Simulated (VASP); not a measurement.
Here is a VASP 6.6.1 calculation.

Contents of INCAR:

```
SYSTEM = Rb
ALGO = Normal
EDIFF = 1E-7
ENCUT = 520
ISIF = 2
ISMEAR = -1
LASPH = .True.
LCHARG = .False.
LREAL = .False.
LWAVE = .False.
NBANDS = 16
NELM = 80
PREC = Accurate
SIGMA = 0.1
```

The input KPOINTS:

```
k-points
0
Gamma
  7 7 4
  0 0 0
```

POSCAR

```
Rb
1.0
    4.7824335642      0.0000000000      0.0000000000
   -2.3912167821      4.1417089585      0.0000000000
    0.0000000000      0.0000000000      7.8859862605
Rb
2
Direct
    0.3333333333      0.6666666667      0.2500000000
    0.6666666667      0.3333333333      0.7500000000
```

Potentials or basis: VASP PAW LDA potentials, release 64 (Rb_sv).

The run is started by

```bash
$ cat potpaw_LDA.64/Rb_sv/POTCAR > POTCAR
$ mpirun -np 1 vasp_std > vasp.out
```

Question: Estimate the pressure.

Answer: 0.0 GPa.

Question: Predict the band gap on the k mesh.

Answer: Zero (band 9 reaches 0.81 eV, above the bottom of band 10 at -1.29 eV).
